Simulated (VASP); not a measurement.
Wanted: the native input for a VASP 6.6.1 run.

| Property | Result |
| --- | --- |
| Task | relaxation of shape and atoms at fixed volume |
| Functional | PBE |
| Potentials or basis | VASP PAW PBE potentials, release 64 (Ba_sv, Ti_sv, O) |
| Cutoff | 600 eV |
| k mesh | 6 × 6 × 6 |
| Occupations | gaussian, width 0.02 eV |
| Spin | no spin polarisation |
| Dipole correction | no |
| Further INCAR settings | ALGO = Normal; EDIFF = 1e-06; IBRION = 2; EDIFFG = -0.01; NSW = 50; ISIF = 4 |

The structure of BaTiO3 lies in POSCAR:

```
BaTiO3
1.0
    2.9479810042      1.7020176264      2.4445230316
   -2.9479810042      1.7020176264      2.4445230316
    0.0000000000     -3.4040352527      2.4445230316
Ba Ti O
1 1 3
Direct
    0.0097120698      0.0097120698      0.0097120698
    0.5254523658      0.5254523658      0.5254523658
    0.4866275588      0.4866275588      0.9702804968
    0.4866275588      0.9702804968      0.4866275588
    0.9702804968      0.4866275588      0.4866275588
```

These files were run (other wordings do the same):

INCAR

```
ALGO = Normal
EDIFF = 1E-6
EDIFFG = -0.01
ENCUT = 600
GGA = PE
IBRION = 2
ISIF = 4
ISMEAR = 0
LASPH = True
LCHARG = False
LREAL = False
LWAVE = False
NELM = 80
NSW = 50
PREC = Accurate
SIGMA = 0.02
```

KPOINTS

```
k-points
0
Gamma
  6 6 6
```

Potentials or basis: VASP PAW PBE potentials, release 64 (Ba_sv, Ti_sv, O).

Command:

```sh
$ cat potpaw_PBE.64/Ba_sv/POTCAR potpaw_PBE.64/Ti_sv/POTCAR potpaw_PBE.64/O/POTCAR > POTCAR
$ mpirun -np 1 vasp_std > vasp.out
```

It gave:

* Energy gained by relaxing: 2.5 meV/atom
* Ionic steps: 6
* Pressure after relaxing: -6.0 GPa
* Largest force after relaxing: 0.006 eV/Å
* Band gap on the k mesh: 2.94 eV (least direct gap 3.56 eV)

Caveat: spin-orbit coupling is left out, which moves the levels of the heavy elements.

Wall time 82 s on 1 thread of Intel(R) Xeon(R) 6975P-C (Granite Rapids) (shared host), peak memory 0.26 GiB.
